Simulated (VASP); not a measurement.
A run of VASP 6.6.1 is set up as follows.

INCAR

```
ALGO = Normal
EDIFF = 1E-6
ENCUT = 500
GGA = PE
GGA_COMPAT = False
ISIF = 2
ISMEAR = 0
IVDW = 12
LASPH = True
LCHARG = False
LREAL = False
LWAVE = False
NBANDS = 20
NELM = 120
PREC = Accurate
SIGMA = 0.03
```

Contents of KPOINTS:

```
k-points
0
Gamma
  12 12 6
```

Contents of POSCAR:

```
SnSe2
1.0
    3.7920000000      0.0000000000      0.0000000000
   -1.8960000000      3.2839683311      0.0000000000
    0.0000000000      0.0000000000      5.0363000000
Sn Se
1 2
Direct
    0.0000000000      0.0000000000      0.0000000000
    0.3333333333      0.6666666667      0.2651331237
    0.6666666667      0.3333333333      0.7348668763
```

Potentials or basis: VASP PAW PBE potentials, release 64 (Sn_d, Se).

Run with:

```bash
$ cat potpaw_PBE.64/Sn_d/POTCAR potpaw_PBE.64/Se/POTCAR > POTCAR
$ mpirun -np 1 vasp_std > vasp.out
```

(1) What does it give for the dispersion energy per atom?

(2) Estimate the pressure.

(3) What does it give for the largest force?

(4) What does it give for the band gap on the k mesh?

## Answers

(1) -0.449 eV.

(2) 21.3 GPa.

(3) 2.602 eV/Å.

(4) zero (bands 13 and 14 overlap by 0.18 eV).

Caveat: the cell stands under pressure; semilocal functionals underestimate gaps, and a narrow one can read as zero; spin-orbit coupling is left out, which moves the levels of the heavy elements; forces of over 1 eV/Å act on the atoms, so gaps and moduli don't describe the material at rest.
